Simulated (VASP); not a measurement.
# Al5N (F-43m) in VASP: notebook

Runs on Al5N. Level: PBE. Tasks: single point, relaxation of cell and atoms.

Program: VASP 6.6.1. These are calculated values, not measurements. Logs are shortened: lines on timing, memory, paths and dates and some standing lists are left out, and cuts for length are marked.

## 1. The cell of the first run

It takes space group F-43m (No. 216, cubic). Conventional cell: a = 7.321 Å, b = 7.321 Å, c = 7.321 Å, α = 90.00°, β = 90.00°, γ = 90.00°. Al (site symmetry 3m) has 9 Al at 2.58 to 3.03 Å and 3 N at 3.04 Å within 3.4 Å. Al (site symmetry -43m) has 12 Al at 3.03 Å and 4 N at 3.17 Å within 4.0 Å. N (site symmetry -43m) has 16 Al at 3.04 to 3.17 Å within 4.0 Å.

The cell was generated, and may not be a known phase.

## 2. Single point, PBE

File INCAR:

```
PREC     = Accurate       # precision mode
ENCUT    = 520            # plane-wave cutoff, eV
EDIFF    = 1E-6           # SCF threshold, eV
ISMEAR   = 0              # smearing method
SIGMA    = 0.1            # smearing width, eV
LREAL    = F              # projectors in reciprocal space
LASPH    = T              # aspherical terms in the spheres
NELM     = 100            # most SCF steps
ALGO     = Normal         # electronic algorithm
ISIF     = 2              # what is computed and relaxed
LWAVE    = F              # write WAVECAR
LCHARG   = T              # write CHGCAR
GGA      = PE             # functional
LELF     = T              # ELF
LVHAR    = T            
NBANDS   = 19             # bands
```

File KPOINTS:

```
Automatic mesh
0
Gamma
  10 10 10
```

File POSCAR:

```
Al5N
1.0
    0.0000000000      3.6605553704      3.6605553704
    3.6605553704      0.0000000000      3.6605553704
    3.6605553704      3.6605553704      0.0000000000
Al N
5 1
Direct
    0.1248169685      0.1248169685      0.6255490945
    0.1248169685      0.6255490945      0.1248169685
    0.7500000000      0.7500000000      0.7500000000
    0.1248169685      0.1248169685      0.1248169685
    0.6255490945      0.1248169685      0.1248169685
    0.5000000000      0.5000000000      0.5000000000
```

Potentials or basis: VASP PAW PBE potentials, release 64 (Al, N).

Launch:

```console
$ cat potpaw_PBE.64/Al/POTCAR potpaw_PBE.64/N/POTCAR > POTCAR
$ mpirun -np 1 vasp_std > vasp.out
```

OUTCAR:

```text
PREC = Accurate
   ENCUT = 520
   EDIFF = 1E-6
   ISMEAR = 0
   LREAL = F
   LASPH = T
   NELM = 100
   ISIF = 2
   GGA = PE

 ion  position               nearest neighbor table
   1  0.125  0.125  0.626-   2 2.58   4 2.58   5 2.58   2 2.59   5 2.59   4 2.59   3 3.03   3 3.03
                             3 3.03
   2  0.125  0.626  0.125-   1 2.58   4 2.58   5 2.58   5 2.59   1 2.59   4 2.59   3 3.03   3 3.03
                             3 3.03
   3  0.750  0.750  0.750-   1 3.03   2 3.03   5 3.03   2 3.03   4 3.03   5 3.03   1 3.03   4 3.03
                             5 3.03   1 3.03   2 3.03   4 3.03
   4  0.125  0.125  0.125-   1 2.58   2 2.58   5 2.58   5 2.59   2 2.59   1 2.59   3 3.03   3 3.03
                             3 3.03
   5  0.626  0.125  0.125-   1 2.58   2 2.58   4 2.58   2 2.59   1 2.59   4 2.59   3 3.03   3 3.03
                             3 3.03
   6  0.500  0.500  0.500-

  LATTYP: Found a face centered cubic cell.
 ALAT       =     7.3211107408

  Lattice vectors:

 A1 = (   0.0000000000,   3.6605553704,   3.6605553704)
 A2 = (   3.6605553704,   0.0000000000,   3.6605553704)
 A3 = (   3.6605553704,   3.6605553704,   0.0000000000)

Analysis of symmetry for initial positions (statically):
=====================================================================
 Subroutine PRICEL returns:
 Original cell was already a primitive cell.

 Routine SETGRP: Setting up the symmetry group for a
 face centered cubic supercell.

 Subroutine GETGRP returns: Found 24 space group operations
 (whereof 24 operations were pure point group operations)
 out of a pool of 48 trial point group operations.

The static configuration has the point symmetry T_d .

Analysis of symmetry for dynamics (positions and initial velocities):
=====================================================================
 Subroutine PRICEL returns:
 Original cell was already a primitive cell.

 Routine SETGRP: Setting up the symmetry group for a
 face centered cubic supercell.

 Subroutine GETGRP returns: Found 24 space group operations
 (whereof 24 operations were pure point group operations)
 out of a pool of 48 trial point group operations.

The dynamic configuration has the point symmetry T_d .

 Subroutine INISYM returns: Found 24 space group operations
 (whereof 24 operations are pure point group operations),
 and found     1 'primitive' translations

----------------------------------------------------------------------------------------

                                     Primitive cell

  volume of cell :      98.1004

  direct lattice vectors                    reciprocal lattice vectors
     0.000000000  3.660555370  3.660555370    -0.136591295  0.136591295  0.136591295
     3.660555370  0.000000000  3.660555370     0.136591295 -0.136591295  0.136591295
     3.660555370  3.660555370  0.000000000     0.136591295  0.136591295 -0.136591295

  length of vectors
     5.176807051  5.176807051  5.176807051     0.236583064  0.236583064  0.236583064

  position of ions in fractional coordinates (direct lattice)
     0.124816968  0.124816968  0.625549095
     0.124816968  0.625549095  0.124816968
     0.750000000  0.750000000  0.750000000
     0.124816968  0.124816968  0.124816968
     0.625549095  0.124816968  0.124816968
     0.500000000  0.500000000  0.500000000

  ion indices of the primitive-cell ions
   primitive index   ion index
                 1           1
                 2           2
                 3           3
                 4           4
                 5           5
                 6           6

----------------------------------------------------------------------------------------

 KPOINTS: Automatic mesh

Automatic generation of k-mesh.
 Grid dimensions read from file:
 generate k-points for:   10   10   10

 Generating k-lattice:

  Cartesian coordinates                     Fractional coordinates (reciprocal lattice)
    -0.013659130  0.013659130  0.013659130     0.100000000  0.000000000  0.000000000
     0.013659130 -0.013659130  0.013659130     0.000000000  0.100000000  0.000000000
     0.013659130  0.013659130 -0.013659130     0.000000000  0.000000000  0.100000000

  Length of vectors
     0.023658306  0.023658306  0.023658306

  Shift w.r.t. Gamma in fractional coordinates (k-lattice)
     0.000000000  0.000000000  0.000000000

 Subroutine IBZKPT returns following result:
 ===========================================

 Found     47 irreducible k-points:

 Following reciprocal coordinates:
            Coordinates               Weight
  0.000000  0.000000  0.000000      1.000000
  0.100000  0.000000  0.000000      8.000000
  0.200000  0.000000  0.000000      8.000000
  0.300000  0.000000  0.000000      8.000000
  0.400000  0.000000  0.000000      8.000000
  0.500000  0.000000  0.000000      4.000000
[... 16 lines left out ...]
  0.300000  0.300000  0.000000      6.000000
  0.400000  0.300000  0.000000     24.000000
 [... further k-points ...]
   k-points           NKPTS =     47   k-points in BZ     NKDIM =     47   number of bands    NBANDS=     19
   number of dos      NEDOS =    301   number of ions     NIONS =      6
   total plane-waves  NPLWV =  64000
   dimension x,y,z NGX =    40 NGY =   40 NGZ =   40
   dimension x,y,z NGXF=    80 NGYF=   80 NGZF=   80
   ions per type =               5   1
   NGX,Y,Z   is equivalent  to a cutoff of  12.85, 12.85, 12.85 a.u.
   NGXF,Y,Z  is equivalent  to a cutoff of  25.69, 25.69, 25.69 a.u.
 SYSTEM =  unknown system
   PREC   = accura    normal or accurate (medium, high low for compatibility)
   ISTART =      0    job   : 0-new  1-cont  2-samecut
   ICHARG =      2    charge: 1-file 2-atom 10-const
   ISPIN  =      1    spin polarized calculation?
   LNONCOLLINEAR =      F non collinear calculations
   LSORBIT =      F    spin-orbit coupling
   LASPH  =      T    aspherical Exc in radial PAW
   ENCUT  =  520.0 eV  38.22 Ry    6.18 a.u.   9.63  9.63  9.63*2*pi/ulx,y,z
   NELM   =    100;   NELMIN=  2; NELMDL= -5     # of ELM steps
   EDIFF  = 0.1E-05   stopping-criterion for ELM
   LREAL  =      F    real-space projection
   EDIFFG = 0.1E-04   stopping-criterion for IOM
   NSW    =      0    number of steps for IOM
   IBRION =     -1    ionic relax: 0-MD 1-quasi-New 2-CG
   NFREE  =      0    steps in history (QN), initial steepest desc. (CG)
   ISIF   =      2    stress and relaxation
   ISYM   =      2    0-nonsym 1-usesym 2-fastsym
   POTIM  = 0.5000    time-step for ionic-motion
   TEBEG  =    0.0;   TEEND  =   0.0 temperature during run
   PSTRESS=    0.0 pullay stress
   NELECT =      20.0000    total number of electrons
   NUPDOWN=      -1.0000    fix difference up-down
   EMIN   =  10.00;   EMAX   =-10.00  energy-range for DOS
   EFERMI =   0.00;   METHOD = LEGACY
   ISMEAR =     0;   SIGMA  =   0.10  broadening in eV -4-tet -1-fermi 0-gaus
   EFERMI_NEDOS =   21; number of points for ismear=-14 and -15
   IALGO  =     38    algorithm
   IMIX   =      4    mixing-type and parameters
     AMIX     =   0.40;   BMIX     =  1.00
     AMIX_MAG =   1.60;   BMIX_MAG =  1.00
  volume/ion in A,a.u.               =      16.35       110.34
  Fermi-wavevector in a.u.,A,eV,Ry     =   0.963521  1.820791 12.631278  0.928373
  Thomas-Fermi vector in A             =   2.093074
   LORBIT       =      0    0 simple, 1 ext, 2 COOP (PROOUT), +10 PAW based schemes
   GGA     = PE    functional components
   LHFCALC =     F    Hartree Fock is set to
   AEXX    =    0.0000 exact exchange contribution
   IVDW    =     0    specifies the selected vdW correction
   LEPSILON=     F    determine dielectric tensor
   LRPA    =     F    only Hartree local field effects (RPA)
 non-spin polarized calculation
 Gauss-broadening in eV      SIGMA  =   0.10
  energy-cutoff  :      520.00
  volume of cell :       98.10
 maximum number of plane-waves:      2685
   NGX = 19   NGY = 19   NGZ = 19

 number of electron      20.0000000 magnetization

 Free energy of the ion-electron system (eV)
  ---------------------------------------------------
  ext. energy  EPLUGINS =         0.00000000
  ---------------------------------------------------
  free energy    TOTEN  =       -21.72104334 eV

  energy without entropy =      -21.70619878  energy(sigma->0) =      -21.71362106

 E-fermi :   6.5504     XC(G=0):  -9.9911

 val. band max:        6.5437526063   @ k =  -0.4000   0.1000   0.0000
 cond. band min:       6.5762456278   @ k =  -0.4000   0.1000   0.0000
 fundamental gap:      0.0324930216
 Fermi energy:         6.5504399174

 k-point     1 :       0.0000    0.0000    0.0000
  band No.  band energies     occupation
      1      -6.3028      2.00000
      2      -2.8309      2.00000
      3       2.0299      2.00000
      4       3.5002      2.00000
      5       3.5002      2.00000
      6       3.5002      2.00000
[... 11 lines left out ...]
     18      11.0052      0.00000
     19      14.3095      0.00000

 k-point     2 :       0.1000    0.0000    0.0000
  band No.  band energies     occupation
      1      -6.2715      2.00000
      2      -2.8233      2.00000
      3       1.7637      2.00000
      4       2.9530      2.00000
      5       3.3555      2.00000
      6       3.3555      2.00000
[... 11 lines left out ...]
     18      11.0465      0.00000
     19      14.5470      0.00000

 k-point     3 :       0.2000    0.0000    0.0000
  band No.  band energies     occupation
      1      -6.1865      2.00000
      2      -2.7954      2.00000
      3       1.0238      2.00000
      4       2.4990      2.00000
      5       3.1577      2.00000
      6       3.1577      2.00000
[... 11 lines left out ...]
     18      11.1777      0.00000
     19      14.1490      0.00000

 k-point     4 :       0.3000    0.0000    0.0000
  band No.  band energies     occupation
      1      -6.0751      2.00000
      2      -2.7381      2.00000
      3       0.2264      2.00000
      4       2.1984      2.00000
      5       3.0597      2.00000
      6       3.0597      2.00000
[... 11 lines left out ...]
     18      11.3366      0.00000
     19      13.3291      0.00000

 k-point     5 :       0.4000    0.0000    0.0000
  band No.  band energies     occupation
      1      -5.9791      2.00000
      2      -2.6604      2.00000
      3      -0.3616      2.00000
      4       2.0006      2.00000
      5       3.0907      2.00000
      6       3.0907      2.00000
[... 11 lines left out ...]
     18      11.2355      0.00000
     19      13.4935      0.00000
[... 334 lines left out ...]
      2      -2.5156      2.00000
      3      -0.3925      2.00000
      4       0.9317      2.00000
      5       2.6999      2.00000
      6       3.0556      2.00000
[... 11 lines left out ...]
     18      12.0742      0.00000
     19      12.4767      0.00000

 k-point    22 :      -0.2000    0.2000    0.0000
  band No.  band energies     occupation
      1      -6.0420      2.00000
      2      -2.6668      2.00000
      3       0.1768      2.00000
      4       1.2886      2.00000
      5       2.9757      2.00000
      6       3.2072      2.00000
[... 11 lines left out ...]
     18      12.0381      0.00000
     19      12.3110      0.00000

 k-point    23 :       0.3000    0.3000    0.0000
  band No.  band energies     occupation
      1      -6.0154      2.00000
      2      -2.5649      2.00000
      3       0.2357      2.00000
      4       1.6751      2.00000
      5       1.8273      2.00000
      6       1.8273      2.00000
[... 11 lines left out ...]
     18      11.6374      0.00000
     19      11.8352      0.00000

 k-point    24 :       0.4000    0.3000    0.0000
  band No.  band energies     occupation
      1      -5.9480      2.00000
      2      -2.3915      2.00000
      3      -0.2898      2.00000
      4       0.9778      2.00000
      5       1.7038      2.00000
      6       2.2952      2.00000
[... 11 lines left out ...]
     18      11.5909      0.00000
     19      11.7254      0.00000

 [... further k-points ...]

------------------------ aborting loop because EDIFF is reached ----------------------------------------

  FORCE on cell =-STRESS in cart. coord.  units (eV):
  Direction    XX          YY          ZZ          XY          YZ          ZX
  --------------------------------------------------------------------------------------
  -------------------------------------------------------------------------------------
  Total       -0.0148940     -0.0148940     -0.0148940      0.0000000      0.0000000      0.0000000
  in kB       -0.2432482     -0.2432482     -0.2432482      0.0000000      0.0000000      0.0000000
  external PRESSURE =      -0.2432482 kB  Pullay stress =       0.0000000 kB

 VOLUME and BASIS-vectors are now :
 -----------------------------------------------------------------------------
  energy-cutoff  :      520.00
  volume of cell :       98.10
      direct lattice vectors                 reciprocal lattice vectors
     0.000000000  3.660555370  3.660555370    -0.136591295  0.136591295  0.136591295
     3.660555370  0.000000000  3.660555370     0.136591295 -0.136591295  0.136591295
     3.660555370  3.660555370  0.000000000     0.136591295  0.136591295 -0.136591295

 POSITION                                       TOTAL-FORCE (eV/Angst)
 -----------------------------------------------------------------------------------
      2.74676      2.74676      0.91380        -0.001038     -0.001038      0.001038
      2.74676      0.91380      2.74676        -0.001038      0.001038     -0.001038
      5.49083      5.49083      5.49083         0.000000      0.000000      0.000000
      0.91380      0.91380      0.91380         0.001038      0.001038      0.001038
      0.91380      2.74676      2.74676         0.001038     -0.001038     -0.001038
      3.66056      3.66056      3.66056         0.000000      0.000000      0.000000
 -----------------------------------------------------------------------------------
    total drift:                               -0.000000     -0.000000     -0.000000

  FREE ENERGIE OF THE ION-ELECTRON SYSTEM (eV)
  ---------------------------------------------------
  free  energy   TOTEN  =       -21.7210433430 eV

  energy  without entropy=      -21.7061987814  energy(sigma->0) =      -21.71362106
```

Wall time 74 s (1 thread of Intel Xeon Platinum 8259CL at 2.50GHz (Skylake/Cascade Lake), shared host); peak memory 0.26 GiB.

What came out:

```
Free energy            : -21.7210 eV
Pressure               : 0.0 GPa
Band gap on the k mesh : zero (bands 10 and 11 overlap by 1.92 eV)
```

Levels at points of the mesh, in eV from the Fermi level:
| k point | band 6 | band 7 | band 8 | band 9 | band 10 | band 11 | band 12 | band 13 | band 14 | band 15 |
| --- | --- | --- | --- | --- | --- | --- | --- | --- | --- | --- |
| (0.00, 0.00, 0.00) | -3.05 | -2.19 | -2.19 | -2.19 | -1.91 | -0.82 | -0.82 | -0.82 | 0.37 | 0.37 |
| (0.50, 0.00, 0.00) | -3.35 | -3.20 | -3.20 | -0.85 | 0.24 | 0.52 | 0.52 | 2.21 | 2.21 | 2.53 |
| (0.50, 0.50, 0.00) | -5.12 | -1.57 | -0.33 | -0.14 | -0.14 | 2.15 | 2.42 | 2.42 | 2.49 | 3.27 |

(Part 1 of 2 ends here.)

The gap in the log of VASP goes by the Fermi energy; the results here count the filled bands.